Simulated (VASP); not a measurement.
# Al2Cu (P-3m1) in VASP: a series of runs

Aim: see how the results for Al2Cu move with the level of theory and the settings. Levels: PBE, r2SCAN. Tasks: single point.

Program: VASP 6.6.1. These are calculated values, not measurements. Logs are shortened: lines on timing, memory, paths and dates and some standing lists are left out, and cuts for length are marked.

### Step 1. The cell of the first run

The structure is trigonal, space group P-3m1 (No. 164). The conventional cell has a = 2.866 Å, b = 2.866 Å, c = 6.227 Å, α = 90.00°, β = 90.00°, γ = 120.00°. Within 3.4 Å of Al (site symmetry 3m) lie 3 Cu at 2.57 Å and 9 Al at 2.83 to 2.87 Å. Cu (site symmetry -3m) has 6 Al at 2.57 Å and 6 Cu at 2.87 Å within 3.4 Å.

### Step 2. Single point, PBE

File INCAR:

```
SYSTEM = Al2Cu
ALGO = Fast
EDIFF = 1E-6
ENCUT = 520
GGA = PE
ISIF = 2
ISMEAR = 0
LASPH = .True.
LCHARG = .False.
LREAL = .False.
LWAVE = .False.
NBANDS = 16
NELM = 60
PREC = Accurate
SIGMA = 0.1
```

File KPOINTS:

```
k-points
0
Gamma
  18 18 8
  0 0 0
```

File POSCAR:

```
Al2Cu
1.0
    2.8664976338      0.0000000000      0.0000000000
   -1.4332488169      2.4824597707      0.0000000000
    0.0000000000      0.0000000000      6.2270223000
Al Cu
2 1
Direct
    0.3333333333      0.6666666667      0.1840140000
    0.6666666667      0.3333333333      0.8159860000
    0.0000000000      0.0000000000      0.5000000000
```

Potentials or basis: VASP PAW PBE potentials, release 64 (Al, Cu).

On the command line:

```bash
$ cat potpaw_PBE.64/Al/POTCAR potpaw_PBE.64/Cu/POTCAR > POTCAR
$ mpirun -np 1 vasp_std > vasp.out
```

OUTCAR:

```text
SYSTEM = Al2Cu
   EDIFF = 1E-6
   ENCUT = 520
   GGA = PE
   ISIF = 2
   ISMEAR = 0
   LASPH = .True.
   LREAL = .False.
   NELM = 60
   PREC = Accurate

 ion  position               nearest neighbor table
   1  0.333  0.667  0.184-   3 2.57   3 2.57   3 2.57   2 2.83   2 2.83   2 2.83
   2  0.667  0.333  0.816-   3 2.57   3 2.57   3 2.57   1 2.83   1 2.83   1 2.83
   3  0.000  0.000  0.500-   1 2.57   2 2.57   1 2.57   2 2.57   2 2.57   1 2.57

  LATTYP: Found a hexagonal cell.
 ALAT       =     2.8664976338
 C/A-ratio  =     2.1723451736

  Lattice vectors:

 A1 = (   2.8664976338,   0.0000000000,   0.0000000000)
 A2 = (  -1.4332488169,   2.4824597707,   0.0000000000)
 A3 = (   0.0000000000,   0.0000000000,   6.2270223000)

Analysis of symmetry for initial positions (statically):
=====================================================================
 Subroutine PRICEL returns:
 Original cell was already a primitive cell.

 Routine SETGRP: Setting up the symmetry group for a
 hexagonal supercell.

 Subroutine GETGRP returns: Found 12 space group operations
 (whereof 12 operations were pure point group operations)
 out of a pool of 24 trial point group operations.

The static configuration has the point symmetry D_3d.

Analysis of symmetry for dynamics (positions and initial velocities):
=====================================================================
 Subroutine PRICEL returns:
 Original cell was already a primitive cell.

 Routine SETGRP: Setting up the symmetry group for a
 hexagonal supercell.

 Subroutine GETGRP returns: Found 12 space group operations
 (whereof 12 operations were pure point group operations)
 out of a pool of 24 trial point group operations.

The dynamic configuration has the point symmetry D_3d.

 Subroutine INISYM returns: Found 12 space group operations
 (whereof 12 operations are pure point group operations),
 and found     1 'primitive' translations

----------------------------------------------------------------------------------------

                                     Primitive cell

  volume of cell :      44.3113

  direct lattice vectors                    reciprocal lattice vectors
     2.866497634  0.000000000  0.000000000     0.348857780  0.201413133  0.000000000
    -1.433248817  2.482459771  0.000000000     0.000000000  0.402826266  0.000000000
     0.000000000  0.000000000  6.227022300     0.000000000  0.000000000  0.160590400

  length of vectors
     2.866497634  2.866497634  6.227022300     0.402826266  0.402826266  0.160590400

  position of ions in fractional coordinates (direct lattice)
     0.333333333  0.666666667  0.184014000
     0.666666667  0.333333333  0.815986000
     0.000000000  0.000000000  0.500000000

  ion indices of the primitive-cell ions
   primitive index   ion index
                 1           1
                 2           2
                 3           3

----------------------------------------------------------------------------------------

 KPOINTS: k-points

Automatic generation of k-mesh.
 Grid dimensions read from file:
 generate k-points for:   18   18    8

 Generating k-lattice:

  Cartesian coordinates                     Fractional coordinates (reciprocal lattice)
     0.019380988  0.011189619  0.000000000     0.055555556  0.000000000  0.000000000
     0.000000000  0.022379237  0.000000000     0.000000000  0.055555556  0.000000000
     0.000000000  0.000000000  0.020073800     0.000000000  0.000000000  0.125000000

  Length of vectors
     0.022379237  0.022379237  0.020073800

  Shift w.r.t. Gamma in fractional coordinates (k-lattice)
     0.000000000  0.000000000  0.000000000

 Subroutine IBZKPT returns following result:
 ===========================================

 Found    266 irreducible k-points:

 Following reciprocal coordinates:
            Coordinates               Weight
  0.000000  0.000000  0.000000      1.000000
  0.055556  0.000000  0.000000      6.000000
  0.111111  0.000000  0.000000      6.000000
  0.166667  0.000000  0.000000      6.000000
  0.222222  0.000000  0.000000      6.000000
  0.277778  0.000000  0.000000      6.000000
[... 16 lines left out ...]
  0.333333  0.111111  0.000000     12.000000
  0.388889  0.111111  0.000000     12.000000
 [... further k-points ...]
   k-points           NKPTS =    266   k-points in BZ     NKDIM =    266   number of bands    NBANDS=     16
   number of dos      NEDOS =    301   number of ions     NIONS =      3
   total plane-waves  NPLWV =  27648
   dimension x,y,z NGX =    24 NGY =   24 NGZ =   48
   dimension x,y,z NGXF=    48 NGYF=   48 NGZF=   96
   ions per type =               2   1
   NGX,Y,Z   is equivalent  to a cutoff of  13.92, 13.92, 12.81 a.u.
   NGXF,Y,Z  is equivalent  to a cutoff of  27.84, 27.84, 25.63 a.u.
 SYSTEM =  Al2Cu
   PREC   = accura    normal or accurate (medium, high low for compatibility)
   ISTART =      0    job   : 0-new  1-cont  2-samecut
   ICHARG =      2    charge: 1-file 2-atom 10-const
   ISPIN  =      1    spin polarized calculation?
   LNONCOLLINEAR =      F non collinear calculations
   LSORBIT =      F    spin-orbit coupling
   LASPH  =      T    aspherical Exc in radial PAW
   ENCUT  =  520.0 eV  38.22 Ry    6.18 a.u.   5.33  5.33 11.58*2*pi/ulx,y,z
   NELM   =     60;   NELMIN=  2; NELMDL= -5     # of ELM steps
   EDIFF  = 0.1E-05   stopping-criterion for ELM
   LREAL  =      F    real-space projection
   EDIFFG = 0.1E-04   stopping-criterion for IOM
   NSW    =      0    number of steps for IOM
   IBRION =     -1    ionic relax: 0-MD 1-quasi-New 2-CG
   NFREE  =      0    steps in history (QN), initial steepest desc. (CG)
   ISIF   =      2    stress and relaxation
   ISYM   =      2    0-nonsym 1-usesym 2-fastsym
   POTIM  = 0.5000    time-step for ionic-motion
   TEBEG  =    0.0;   TEEND  =   0.0 temperature during run
   PSTRESS=    0.0 pullay stress
   NELECT =      17.0000    total number of electrons
   NUPDOWN=      -1.0000    fix difference up-down
   EMIN   =  10.00;   EMAX   =-10.00  energy-range for DOS
   EFERMI =   0.00;   METHOD = LEGACY
   ISMEAR =     0;   SIGMA  =   0.10  broadening in eV -4-tet -1-fermi 0-gaus
   EFERMI_NEDOS =   21; number of points for ismear=-14 and -15
   IALGO  =     68    algorithm
   IMIX   =      4    mixing-type and parameters
     AMIX     =   0.40;   BMIX     =  1.00
     AMIX_MAG =   1.60;   BMIX_MAG =  1.00
  volume/ion in A,a.u.               =      14.77        99.68
  Fermi-wavevector in a.u.,A,eV,Ry     =   1.189560  2.247943 19.252969  1.415053
  Thomas-Fermi vector in A             =   2.325665
   LORBIT       =      0    0 simple, 1 ext, 2 COOP (PROOUT), +10 PAW based schemes
   GGA     = PE    functional components
   LHFCALC =     F    Hartree Fock is set to
   AEXX    =    0.0000 exact exchange contribution
   IVDW    =     0    specifies the selected vdW correction
   LEPSILON=     F    determine dielectric tensor
   LRPA    =     F    only Hartree local field effects (RPA)
 non-spin polarized calculation
 RMM-DIIS sequential band-by-band and
 Gauss-broadening in eV      SIGMA  =   0.10
  energy-cutoff  :      520.00
  volume of cell :       44.31
 maximum number of plane-waves:      1217
 NGX is ok and might be reduce to    24

 number of electron      17.0000011 magnetization

 Free energy of the ion-electron system (eV)
  ---------------------------------------------------
  ext. energy  EPLUGINS =         0.00000000
  ---------------------------------------------------
  free energy    TOTEN  =       -11.52087515 eV

  energy without entropy =      -11.51693844  energy(sigma->0) =      -11.51890680

 E-fermi :   8.1190     XC(G=0): -10.9063

 val. band max:        8.1076460477   @ k =   0.3333   0.2222   0.2500
 cond. band min:       8.1430994999   @ k =   0.3333   0.2778   0.2500
 fundamental gap:      0.0354534522
 Fermi energy:         8.1190006897

 k-point     1 :       0.0000    0.0000    0.0000
  band No.  band energies     occupation
      1      -2.8516      2.00000
      2       0.6535      2.00000
      3       1.4019      2.00000
      4       4.2137      2.00000
      5       4.5771      2.00000
      6       4.5771      2.00000
[... 8 lines left out ...]
     15      21.8499      0.00000
     16      21.8687      0.00000

 k-point     2 :       0.0556    0.0000    0.0000
  band No.  band energies     occupation
      1      -2.7771      2.00000
      2       0.7158      2.00000
      3       1.4768      2.00000
      4       4.2265      2.00000
      5       4.5599      2.00000
      6       4.5972      2.00000
[... 8 lines left out ...]
     15      20.5715      0.00000
     16      21.0474      0.00000

 k-point     3 :       0.1111    0.0000    0.0000
  band No.  band energies     occupation
      1      -2.5539      2.00000
      2       0.9003      2.00000
      3       1.7000      2.00000
      4       4.2627      2.00000
      5       4.5125      2.00000
      6       4.6540      2.00000
[... 8 lines left out ...]
     15      20.2004      0.00000
     16      20.4948      0.00000

 k-point     4 :       0.1667    0.0000    0.0000
  band No.  band energies     occupation
      1      -2.1836      2.00000
      2       1.1995      2.00000
      3       2.0656      2.00000
      4       4.3150      2.00000
      5       4.4486      2.00000
      6       4.7253      2.00000
[... 8 lines left out ...]
     15      18.8113      0.00000
     16      19.4731      0.00000

 k-point     5 :       0.2222    0.0000    0.0000
  band No.  band energies     occupation
      1      -1.6689      2.00000
      2       1.5975      2.00000
      3       2.5573      2.00000
      4       4.3565      2.00000
      5       4.4104      2.00000
      6       4.7371      2.00000
[... 8 lines left out ...]
     15      17.9602      0.00000
     16      18.8618      0.00000

 k-point     6 :       0.2778    0.0000    0.0000
  band No.  band energies     occupation
      1      -1.0141      2.00000
      2       2.0620      2.00000
      3       3.1211      2.00000
      4       4.3748      2.00000
      5       4.4560      2.00000
      6       4.7119      2.00000
[... 8 lines left out ...]
     15      17.4027      0.00000
     16      18.3661      0.00000

 k-point     7 :       0.3333   -0.0000    0.0000
  band No.  band energies     occupation
      1      -0.2263      2.00000
      2       2.5314      2.00000
      3       3.5670      2.00000
      4       4.4401      2.00000
      5       4.6760      2.00000
      6       4.6831      2.00000
[... 8 lines left out ...]
     15      17.0572      0.00000
     16      17.9841      0.00000

 k-point     8 :       0.3889    0.0000    0.0000
  band No.  band energies     occupation
      1       0.6807      2.00000
      2       2.9122      2.00000
      3       3.7072      2.00000
      4       4.3567      2.00000
      5       4.6587      2.00000
      6       5.2730      2.00000
[... 8 lines left out ...]
     15      17.0142      0.00000
     16      17.7134      0.00000

 k-point     9 :       0.4444    0.0000    0.0000
  band No.  band energies     occupation
      1       1.6695      2.00000
      2       3.1327      2.00000
      3       3.6061      2.00000
      4       4.0471      2.00000
      5       4.6425      2.00000
      6       5.3483      2.00000
[... 8 lines left out ...]
     15      17.2918      0.00000
     16      17.5517      0.00000
[... 172 lines left out ...]
 k-point    19 :       0.1111    0.1111    0.0000
  band No.  band energies     occupation
      1      -1.9625      2.00000
      2       1.3737      2.00000
      3       2.2819      2.00000
      4       4.3480      2.00000
      5       4.3975      2.00000
      6       4.7333      2.00000
[... 8 lines left out ...]
     15      18.3594      0.00000
     16      18.8763      0.00000

 k-point    20 :       0.1667    0.1111    0.0000
  band No.  band energies     occupation
      1      -1.4496      2.00000
      2       1.7605      2.00000
      3       2.7671      2.00000
      4       4.3218      2.00000
      5       4.4122      2.00000
      6       4.7003      2.00000
[... 8 lines left out ...]
     15      16.7882      0.00000
     16      17.8713      0.00000

 k-point    21 :       0.2222    0.1111    0.0000
  band No.  band energies     occupation
      1      -0.7972      2.00000
      2       2.2075      2.00000
      3       3.3216      2.00000
      4       4.2799      2.00000
      5       4.4836      2.00000
      6       4.6504      2.00000
[... 8 lines left out ...]
     15      16.2088      0.00000
     16      17.1693      0.00000

 k-point    22 :       0.2778    0.1111    0.0000
  band No.  band energies     occupation
      1      -0.0129      2.00000
      2       2.6530      2.00000
      3       3.7365      2.00000
      4       4.3459      2.00000
      5       4.5647      2.00000
      6       4.6571      2.00000
[... 8 lines left out ...]
     15      16.3035      0.00000
     16      16.6466      0.00000

 k-point    23 :       0.3333    0.1111    0.0000
  band No.  band energies     occupation
      1       0.8888      2.00000
      2       3.0111      2.00000
      3       3.8259      2.00000
      4       4.3398      2.00000
      5       4.5285      2.00000
      6       4.9661      2.00000
[... 8 lines left out ...]
     15      16.2746      0.00000
     16      16.9402      0.00000

 k-point    24 :       0.3889    0.1111    0.0000
  band No.  band energies     occupation
      1       1.8682      2.00000
      2       3.2211      2.00000
      3       3.7221      2.00000
      4       4.0961      2.00000
      5       4.4919      2.00000
      6       5.1717      2.00000
[... 8 lines left out ...]
     15      16.9551      0.00000
     16      17.7021      0.00000

 [... further k-points ...]

------------------------ aborting loop because EDIFF is reached ----------------------------------------

  FORCE on cell =-STRESS in cart. coord.  units (eV):
  Direction    XX          YY          ZZ          XY          YZ          ZX
  --------------------------------------------------------------------------------------
  -------------------------------------------------------------------------------------
  Total        0.0492360      0.0492360      0.0878575      0.0000000      0.0000000      0.0000000
  in kB        1.7802436      1.7802436      3.1766934      0.0000000      0.0000000      0.0000000
  external PRESSURE =       2.2457269 kB  Pullay stress =       0.0000000 kB

 VOLUME and BASIS-vectors are now :
 -----------------------------------------------------------------------------
  energy-cutoff  :      520.00
  volume of cell :       44.31
      direct lattice vectors                 reciprocal lattice vectors
     2.866497634  0.000000000  0.000000000     0.348857780  0.201413133  0.000000000
    -1.433248817  2.482459771  0.000000000     0.000000000  0.402826266  0.000000000
     0.000000000  0.000000000  6.227022300     0.000000000  0.000000000  0.160590400

 POSITION                                       TOTAL-FORCE (eV/Angst)
 -----------------------------------------------------------------------------------
     -0.00000      1.65497      1.14586         0.000000     -0.000000     -0.020310
      1.43325      0.82749      5.08116        -0.000000      0.000000      0.020310
      0.00000      0.00000      3.11351        -0.000000      0.000000      0.000000
 -----------------------------------------------------------------------------------
    total drift:                                0.000000     -0.000000      0.000000

  FREE ENERGIE OF THE ION-ELECTRON SYSTEM (eV)
  ---------------------------------------------------
  free  energy   TOTEN  =       -11.5208751511 eV

  energy  without entropy=      -11.5169384417  energy(sigma->0) =      -11.51890680
```

It took 2.6 min on 1 thread of Intel Xeon 6975P-C, shared host; peak memory 0.31 GiB.

Results:

```yaml
Free_energy: -11.5209 eV
Pressure: 0.2 GPa
Largest_force: 0.020 eV/Å
```

Forces on the atoms (eV/Å):
```
Al   0.000  0.000 -0.020
Al   0.000  0.000  0.020
Cu   0.000  0.000  0.000
```

Stress tensor (GPa, compression positive):
```
0.18 0.00 0.00
0.00 0.18 0.00
0.00 0.00 0.32
```

### Step 3. Single point, PBE

File INCAR:

```
PREC = Accurate
ENCUT = 520
EDIFF = 1E-6
ISMEAR = 0
SIGMA = 0.1
LREAL = False
LASPH = True
NELM = 60
ALGO = Fast
ISIF = 2
LWAVE = False
LCHARG = False
GGA = PE
NBANDS = 16
```

File KPOINTS:

```
Automatic mesh
0
Gamma
  18 18 8
```

POSCAR is that of step 2.

Potentials or basis: VASP PAW PBE potentials, release 64 (Al, Cu).

On the command line:

```bash
$ cat potpaw_PBE.64/Al/POTCAR potpaw_PBE.64/Cu/POTCAR > POTCAR
$ mpirun -np 1 vasp_std > vasp.out
```

Run time: 2.7 min. Hardware: 1 thread of Intel Xeon 6975P-C, shared host; peak memory 0.31 GiB.

Results (log left out):

| Item | Value |
| --- | --- |
| Free energy | -11.5209 eV |
| Pressure | 0.2 GPa |
| Largest force | 0.020 eV/Å |

Forces on the atoms (eV/Å):
```
Al   0.000  0.000 -0.020
Al   0.000  0.000  0.020
Cu   0.000  0.000  0.000
```

Stress tensor (GPa, compression positive):
```
0.18 0.00 0.00
0.00 0.18 0.00
0.00 0.00 0.32
```

Levels at points of the mesh, in eV from the Fermi level:
| k point | band 6 | band 7 | band 8 | band 9 | band 10 | band 11 |
| --- | --- | --- | --- | --- | --- | --- |
| (0.00, 0.00, 0.00) | -3.54 | -3.28 | -3.28 | 3.68 | 5.44 | 10.97 |
| (0.50, 0.00, 0.00) | -2.74 | -2.69 | -2.07 | -1.00 | 0.33 | 0.80 |
| (0.00, 0.00, 0.50) | -3.28 | -3.28 | -2.94 | -0.59 | 10.69 | 11.18 |
| (0.50, 0.00, 0.50) | -3.48 | -3.17 | -2.74 | -1.40 | 2.75 | 3.92 |

### Step 4. Single point, PBE

This run uses another cell than the first one: it holds 6 atoms, not 3.

File INCAR:

```
SYSTEM = Al2Cu
PREC = Accurate ; ENCUT = 520
EDIFF = 1E-6 ; ISMEAR = 0
SIGMA = 0.2 ; LREAL = .FALSE.
LASPH = .TRUE. ; NELM = 60
ALGO = Fast ; ISIF = 2
LWAVE = .FALSE. ; LCHARG = .FALSE.
GGA = PE ; NBANDS = 26
```

File KPOINTS:

```
Automatic mesh
0
G
  8 4 4
  0 0 0
```

File POSCAR:

```
Al2Cu
1.0
    2.8664976338      0.0000000000      0.0000000000
    0.0000000000      4.9649195415      0.0000000000
    0.0000000000      0.0000000000      6.2270223000
Al Cu
4 2
Direct
    1.0000000000      0.3333333333      0.1840140000
    0.5000000000      0.8333333333      0.1840140000
    0.5000000000      0.1666666667      0.8159860000
    1.0000000000      0.6666666667      0.8159860000
    0.0000000000      0.0000000000      0.5000000000
    0.5000000000      0.5000000000      0.5000000000
```

On the command line:

```bash
$ cat potpaw_PBE.64/Al/POTCAR potpaw_PBE.64/Cu/POTCAR > POTCAR
$ mpirun -np 1 vasp_std > vasp.out
```

Run time: 1.9 min. Hardware: 1 thread of Intel Xeon 6975P-C, shared host; peak memory 0.26 GiB.

The run converged. Its results:

- Free energy: -22.9728 eV
- Pressure: 0.0 GPa
- Largest force: 0.106 eV/Å
- Band gap on the k mesh: zero (band 17 reaches 10.77 eV, above the bottom of band 18 at 6.49 eV)

Forces on the atoms (eV/Å):
```
Al   0.000  0.006 -0.106
Al   0.000  0.006 -0.106
Al   0.000 -0.006  0.106
Al   0.000 -0.006  0.106
Cu   0.000  0.000  0.000
Cu   0.000  0.000  0.000
```

Stress tensor (GPa, compression positive):
```
-0.59  0.00  0.00
 0.00  0.42 -0.09
 0.00 -0.09  0.10
```

Levels at points of the mesh, in eV from the Fermi level:
```csv
k point,band 15,band 16,band 17,band 18,band 19,band 20
"(0.00, 0.00, 0.00)",-2.54,-1.90,-0.84,0.49,0.95,3.84
"(0.50, 0.00, 0.00)",-1.37,-1.37,-0.13,-0.13,0.00,0.00
"(0.00, 0.50, 0.00)",-3.03,-3.03,2.58,2.58,5.49,5.49
"(0.50, 0.50, 0.00)",-1.90,-1.90,-0.84,-0.84,0.48,0.48
"(0.00, 0.00, 0.50)",-2.78,-2.63,-1.26,-0.43,2.92,4.09
"(0.50, 0.00, 0.50)",-0.15,-0.15,0.23,0.23,1.39,1.39
"(0.00, 0.50, 0.50)",-0.89,-0.89,0.53,0.53,3.25,3.25
"(0.50, 0.50, 0.50)",-2.63,-2.63,-1.26,-1.26,2.92,2.92
```

(Continued in part 2 of 2.)
